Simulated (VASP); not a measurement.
# Eu (Im-3m) in VASP: a series of runs

Runs on Eu. Level: PBE. Tasks: single point, relaxation of cell and atoms.

Everything below comes from runs of VASP 6.6.1. Logs are shortened: lines on timing, memory, paths and dates and some standing lists are left out, and cuts for length are marked.

## Step 1: The cell of the first run

It takes space group Im-3m (No. 229, cubic). The conventional cell has a = 4.402 Å, b = 4.402 Å, c = 4.402 Å, α = 90.00°, β = 90.00°, γ = 90.00°. Within 5.0 Å of Eu (site symmetry m-3m) lie 14 Eu at 3.81 to 4.40 Å.

## Step 2: Single point, PBE, collinear spin, antiferromagnetic start

Input file INCAR:

```
PREC = Accurate
ENCUT = 520
EDIFF = 1E-6
ISMEAR = -1
SIGMA = 0.05
LREAL = False
LASPH = True
NELM = 150
ALGO = Normal
ISIF = 2
LWAVE = False
LCHARG = False
ISPIN = 2
MAGMOM = 7 -7
LORBIT = 11
LMAXMIX = 6
GGA = PE
NBANDS = 28
```

Input file KPOINTS:

```
regular mesh
0
Gamma
  7 7 7
```

Input file POSCAR:

```
Eu
1.0
    4.4024365267      0.0000000000      0.0000000000
    0.0000000000      4.4024365267      0.0000000000
    0.0000000000      0.0000000000      4.4024365267
Eu
2
Direct
    0.0000000000      0.0000000000      0.0000000000
    0.5000000000      0.5000000000      0.5000000000
```

Potentials or basis: VASP PAW PBE potentials, release 64 (Eu).

The run is started by

```sh
$ cat potpaw_PBE.64/Eu/POTCAR > POTCAR
$ mpirun -np 1 vasp_std > vasp.out
```

OUTCAR:

```text
PREC = Accurate
   ENCUT = 520
   EDIFF = 1E-6
   ISMEAR = -1
   LREAL = False
   LASPH = True
   NELM = 150
   ISIF = 2
   ISPIN = 2
   LORBIT = 11
   GGA = PE

 ion  position               nearest neighbor table
   1  0.000  0.000  0.000-
   2  0.500  0.500  0.500-

  LATTYP: Found a simple cubic cell.
 ALAT       =     4.4024365267

  Lattice vectors:

 A1 = (   4.4024365267,   0.0000000000,   0.0000000000)
 A2 = (   0.0000000000,   4.4024365267,   0.0000000000)
 A3 = (   0.0000000000,   0.0000000000,   4.4024365267)

Analysis of symmetry for initial positions (statically):
=====================================================================
 Subroutine PRICEL returns following result:

  LATTYP: Found a body centered cubic cell.
 ALAT       =     4.4024365267

  Lattice vectors:

 A1 = (   2.2012182633,   2.2012182634,  -2.2012182633)
 A2 = (  -2.2012182633,   2.2012182633,   2.2012182633)
 A3 = (   2.2012182633,  -2.2012182633,   2.2012182634)

   2 primitive cells build up your supercell.

 Routine SETGRP: Setting up the symmetry group for a
 simple cubic supercell.

 Subroutine GETGRP returns: Found 48 space group operations
 (whereof 48 operations were pure point group operations)
 out of a pool of 48 trial point group operations.

The static configuration has the point symmetry O_h .

Analysis of symmetry for dynamics (positions and initial velocities):
=====================================================================
 Subroutine PRICEL returns following result:

  LATTYP: Found a body centered cubic cell.
 ALAT       =     4.4024365267

  Lattice vectors:

 A1 = (   2.2012182633,   2.2012182634,  -2.2012182633)
 A2 = (  -2.2012182633,   2.2012182633,   2.2012182633)
 A3 = (   2.2012182633,  -2.2012182633,   2.2012182634)

   2 primitive cells build up your supercell.

 Routine SETGRP: Setting up the symmetry group for a
 simple cubic supercell.

 Subroutine GETGRP returns: Found 48 space group operations
 (whereof 48 operations were pure point group operations)
 out of a pool of 48 trial point group operations.

The dynamic configuration has the point symmetry O_h .

Analysis of structural, dynamic, and magnetic symmetry:
=====================================================================
 Subroutine PRICEL returns following result:

  LATTYP: Found a body centered cubic cell.
 ALAT       =     4.4024365267

  Lattice vectors:

 A1 = (   2.2012182633,   2.2012182634,  -2.2012182633)
 A2 = (  -2.2012182633,   2.2012182633,   2.2012182633)
 A3 = (   2.2012182633,  -2.2012182633,   2.2012182634)

   2 primitive cells build up your supercell.

 Routine SETGRP: Setting up the symmetry group for a
 simple cubic supercell.

 Subroutine GETGRP returns: Found 48 space group operations
 (whereof 48 operations were pure point group operations)
 out of a pool of 48 trial point group operations.

The overall configuration has the point symmetry O_h .

 Subroutine INISYM returns: Found 48 space group operations
 (whereof 48 operations are pure point group operations),
 and found     2 'primitive' translations

----------------------------------------------------------------------------------------

                                     Primitive cell

  volume of cell :      42.6628

  direct lattice vectors                    reciprocal lattice vectors
     2.201218263  2.201218263 -2.201218263     0.227146943  0.227146943  0.000000000
    -2.201218263  2.201218263  2.201218263    -0.000000000  0.227146943  0.227146943
     2.201218263 -2.201218263  2.201218263     0.227146943  0.000000000  0.227146943

  length of vectors
     3.812621871  3.812621871  3.812621871     0.321234288  0.321234288  0.321234288

  position of ions in fractional coordinates (direct lattice)
     0.000000000  0.000000000  0.000000000

  ion indices of the primitive-cell ions
   primitive index   ion index
                 1           1

----------------------------------------------------------------------------------------

 KPOINTS: regular mesh

Automatic generation of k-mesh.
 Grid dimensions read from file:
 generate k-points for:    7    7    7

 Generating k-lattice:

  Cartesian coordinates                     Fractional coordinates (reciprocal lattice)
     0.032449563  0.000000000  0.000000000     0.142857143  0.000000000  0.000000000
     0.000000000  0.032449563  0.000000000     0.000000000  0.142857143  0.000000000
     0.000000000  0.000000000  0.032449563     0.000000000  0.000000000  0.142857143

  Length of vectors
     0.032449563  0.032449563  0.032449563

  Shift w.r.t. Gamma in fractional coordinates (k-lattice)
     0.000000000  0.000000000  0.000000000

 Subroutine IBZKPT returns following result:
 ===========================================

 Found     20 irreducible k-points:

 Following reciprocal coordinates:
            Coordinates               Weight
  0.000000  0.000000  0.000000      1.000000
  0.142857  0.000000  0.000000      6.000000
  0.285714  0.000000  0.000000      6.000000
  0.428571  0.000000  0.000000      6.000000
  0.142857  0.142857  0.000000     12.000000
  0.285714  0.142857  0.000000     24.000000
[... 12 lines left out ...]
  0.428571  0.428571  0.285714     24.000000
  0.428571  0.428571  0.428571      8.000000
   k-points           NKPTS =     20   k-points in BZ     NKDIM =     20   number of bands    NBANDS=     28
   number of dos      NEDOS =    301   number of ions     NIONS =      2
   total plane-waves  NPLWV =  46656
   dimension x,y,z NGX =    36 NGY =   36 NGZ =   36
   dimension x,y,z NGXF=    72 NGYF=   72 NGZF=   72
   ions per type =               2
   NGX,Y,Z   is equivalent  to a cutoff of  13.59, 13.59, 13.59 a.u.
   NGXF,Y,Z  is equivalent  to a cutoff of  27.19, 27.19, 27.19 a.u.
 SYSTEM =  unknown system
   PREC   = accura    normal or accurate (medium, high low for compatibility)
   ISTART =      0    job   : 0-new  1-cont  2-samecut
   ICHARG =      2    charge: 1-file 2-atom 10-const
   ISPIN  =      2    spin polarized calculation?
   LNONCOLLINEAR =      F non collinear calculations
   LSORBIT =      F    spin-orbit coupling
   LASPH  =      T    aspherical Exc in radial PAW
   ENCUT  =  520.0 eV  38.22 Ry    6.18 a.u.   8.19  8.19  8.19*2*pi/ulx,y,z
   NELM   =    150;   NELMIN=  2; NELMDL= -5     # of ELM steps
   EDIFF  = 0.1E-05   stopping-criterion for ELM
   LREAL  =      F    real-space projection
   EDIFFG = 0.1E-04   stopping-criterion for IOM
   NSW    =      0    number of steps for IOM
   IBRION =     -1    ionic relax: 0-MD 1-quasi-New 2-CG
   NFREE  =      0    steps in history (QN), initial steepest desc. (CG)
   ISIF   =      2    stress and relaxation
   ISYM   =      2    0-nonsym 1-usesym 2-fastsym
   POTIM  = 0.5000    time-step for ionic-motion
   TEBEG  =    0.0;   TEEND  =   0.0 temperature during run
   PSTRESS=    0.0 pullay stress
   NELECT =      34.0000    total number of electrons
   NUPDOWN=      -1.0000    fix difference up-down
   EMIN   =  10.00;   EMAX   =-10.00  energy-range for DOS
   EFERMI =   0.00;   METHOD = LEGACY
   ISMEAR =    -1;   SIGMA  =   0.05  broadening in eV -4-tet -1-fermi 0-gaus
   EFERMI_NEDOS =   21; number of points for ismear=-14 and -15
   IALGO  =     38    algorithm
   IMIX   =      4    mixing-type and parameters
     AMIX     =   0.40;   BMIX     =  1.00
     AMIX_MAG =   1.60;   BMIX_MAG =  1.00
  volume/ion in A,a.u.               =      42.66       287.90
  Fermi-wavevector in a.u.,A,eV,Ry     =   1.204688  2.276531 19.745781  1.451274
  Thomas-Fermi vector in A             =   2.340406
   LORBIT       =     11    0 simple, 1 ext, 2 COOP (PROOUT), +10 PAW based schemes
   GGA     = PE    functional components
   LHFCALC =     F    Hartree Fock is set to
   AEXX    =    0.0000 exact exchange contribution
   IVDW    =     0    specifies the selected vdW correction
   LEPSILON=     F    determine dielectric tensor
   LRPA    =     F    only Hartree local field effects (RPA)
 spin polarized calculation
  energy-cutoff  :      520.00
  volume of cell :       85.33
 maximum number of plane-waves:      2325
 NGX is ok and might be reduce to    36
   NGX = 17   NGY = 17   NGZ = 17

 number of electron      34.0000004 magnetization      -0.0000000

 number of electron      34.0000004 magnetization       0.0000000

 Free energy of the ion-electron system (eV)
  ---------------------------------------------------
  ext. energy  EPLUGINS =         0.00000000
  ---------------------------------------------------
  free energy    TOTEN  =       -22.81299431 eV

  energy without entropy =      -22.77937832  energy(sigma->0) =      -22.79618632

 E-fermi :   1.9884     XC(G=0):  -8.7776

 val. band max:        1.9831264708   @ k =   0.2857   0.0000   0.0000
 cond. band min:       2.0342559187   @ k =   0.2857   0.1429   0.0000
 fundamental gap:      0.0511294479
 Fermi energy:         1.9884277616

 spin component 1

 k-point     1 :       0.0000    0.0000    0.0000
  band No.  band energies     occupation
      1     -39.5164      1.00000
      2     -36.4199      1.00000
      3     -18.2744      1.00000
      4     -18.2744      1.00000
      5     -18.2744      1.00000
      6     -16.0111      1.00000
[... 20 lines left out ...]
     27       6.3491      0.00000
     28       6.4968      0.00000

 k-point     2 :       0.1429    0.0000    0.0000
  band No.  band energies     occupation
      1     -39.5160      1.00000
      2     -36.4194      1.00000
      3     -18.2862      1.00000
      4     -18.2714      1.00000
      5     -18.2714      1.00000
      6     -16.0334      1.00000
[... 20 lines left out ...]
     27       6.3962      0.00000
     28       6.4555      0.00000

 k-point     3 :       0.2857    0.0000    0.0000
  band No.  band energies     occupation
      1     -39.5150      1.00000
      2     -36.4184      1.00000
      3     -18.3126      1.00000
      4     -18.2648      1.00000
      5     -18.2648      1.00000
      6     -16.0829      1.00000
[... 491 lines left out ...]
      2     -36.4133      1.00000
      3     -18.3303      1.00000
      4     -18.3298      1.00000
      5     -18.2972      1.00000
      6     -16.0941      1.00000
[... 20 lines left out ...]
     27       6.4733      0.00000
     28       6.5122      0.00000

 k-point    20 :       0.4286    0.4286    0.4286
  band No.  band energies     occupation
      1     -39.5105      1.00000
      2     -36.4123      1.00000
      3     -18.3236      1.00000
      4     -18.3210      1.00000
      5     -18.3210      1.00000
      6     -16.1008      1.00000
[... 20 lines left out ...]
     27       6.4831      0.00000
     28       6.5020      0.00000
 Fermi energy:         1.9884277616

 spin component 2

 k-point     1 :       0.0000    0.0000    0.0000
  band No.  band energies     occupation
      1     -39.5164      1.00000
      2     -36.4199      1.00000
      3     -18.2744      1.00000
      4     -18.2744      1.00000
      5     -18.2744      1.00000
      6     -16.0111      1.00000
[... 20 lines left out ...]
     27       6.3491      0.00000
     28       6.4841      0.00000

 k-point     2 :       0.1429    0.0000    0.0000
  band No.  band energies     occupation
      1     -39.5160      1.00000
      2     -36.4194      1.00000
      3     -18.2862      1.00000
      4     -18.2714      1.00000
      5     -18.2714      1.00000
      6     -16.0334      1.00000
[... 20 lines left out ...]
     27       6.3970      0.00000
     28       6.4894      0.00000

 k-point     3 :       0.2857    0.0000    0.0000
  band No.  band energies     occupation
      1     -39.5150      1.00000
      2     -36.4184      1.00000
      3     -18.3126      1.00000
      4     -18.2648      1.00000
      5     -18.2648      1.00000
      6     -16.0829      1.00000
[... 492 lines left out ...]
      3     -18.3303      1.00000
      4     -18.3298      1.00000
      5     -18.2972      1.00000
      6     -16.0941      1.00000
[... 20 lines left out ...]
     27       6.4708      0.00000
     28       6.5126      0.00000

 k-point    20 :       0.4286    0.4286    0.4286
  band No.  band energies     occupation
      1     -39.5105      1.00000
      2     -36.4123      1.00000
      3     -18.3236      1.00000
      4     -18.3210      1.00000
      5     -18.3210      1.00000
      6     -16.1008      1.00000
[... 20 lines left out ...]
     27       6.4830      0.00000
     28       6.5021      0.00000

------------------------ aborting loop because EDIFF is reached ----------------------------------------

  FORCE on cell =-STRESS in cart. coord.  units (eV):
  Direction    XX          YY          ZZ          XY          YZ          ZX
  --------------------------------------------------------------------------------------
  -------------------------------------------------------------------------------------
  Total       -0.2023639     -0.2023639     -0.2023639      0.0000000      0.0000000      0.0000000
  in kB       -3.7998314     -3.7998314     -3.7998314      0.0000000      0.0000000      0.0000000
  external PRESSURE =      -3.7998314 kB  Pullay stress =       0.0000000 kB

 VOLUME and BASIS-vectors are now :
 -----------------------------------------------------------------------------
  energy-cutoff  :      520.00
  volume of cell :       85.33
      direct lattice vectors                 reciprocal lattice vectors
     4.402436527  0.000000000  0.000000000     0.227146943  0.000000000  0.000000000
     0.000000000  4.402436527  0.000000000     0.000000000  0.227146943  0.000000000
     0.000000000  0.000000000  4.402436527     0.000000000  0.000000000  0.227146943

 POSITION                                       TOTAL-FORCE (eV/Angst)
 -----------------------------------------------------------------------------------
      0.00000      0.00000      0.00000         0.000000     -0.000000      0.000000
      2.20122      2.20122      2.20122        -0.000000      0.000000     -0.000000
 -----------------------------------------------------------------------------------
    total drift:                                0.000000      0.000000      0.000000

  FREE ENERGIE OF THE ION-ELECTRON SYSTEM (eV)
  ---------------------------------------------------
  free  energy   TOTEN  =       -22.8129943062 eV

  energy  without entropy=      -22.7793783244  energy(sigma->0) =      -22.79618632

 total charge

# of ion       s       p       d       f       tot
--------------------------------------------------
    1        2.087   5.711   0.278   6.658  14.735
    2        2.087   5.711   0.278   6.658  14.735
--------------------------------------------------
tot          4.175  11.423   0.556  13.317  29.469

 magnetization (x)

# of ion       s       p       d       f       tot
--------------------------------------------------
    1        0.000  -0.111   0.063   6.652   6.604
    2       -0.000   0.111  -0.063  -6.652  -6.604
--------------------------------------------------
tot          0.000   0.000   0.000   0.000   0.000
```

It took 2.4 min on 1 thread of Intel Xeon Platinum 8488C (Sapphire Rapids), shared host; peak memory 0.28 GiB.

What came out:

```
Free energy                                           : -22.8130 eV
Pressure                                              : -0.4 GPa
Band gap on the k mesh                                : zero (filled and empty bands overlap)
Net moment                                            : 0.00 μB per cell
Site moments                                          : Eu +6.60, -6.60 μB
Valence electrons inside the program's atomic spheres : Eu 14.73
```

Levels at points of the mesh, in eV from the Fermi level:
Spin up:
```csv
k point,band 14,band 15,band 16,band 17,band 18,band 19,band 20,band 21
"(0.00, 0.00, 0.00)",-0.29,-0.29,-0.28,-0.28,-0.28,2.31,2.31,2.31
```
Spin down:
| k point | band 14 | band 15 | band 16 | band 17 | band 18 | band 19 | band 20 | band 21 |
| --- | --- | --- | --- | --- | --- | --- | --- | --- |
| (0.00, 0.00, 0.00) | -0.29 | -0.29 | -0.28 | -0.28 | -0.28 | 2.31 | 2.31 | 2.31 |

Caveat: the antiferromagnetic order is the one typed at the start, and another may lie lower; spin-orbit coupling is left out, which moves the levels of the heavy elements; semilocal functionals describe open f shells poorly, which spoils levels, moments and volumes. The state reached can hang on the start; a lower one may exist.

[end of part 1 of 2]

The gap in the log of VASP goes by the Fermi energy; the results here count the filled bands.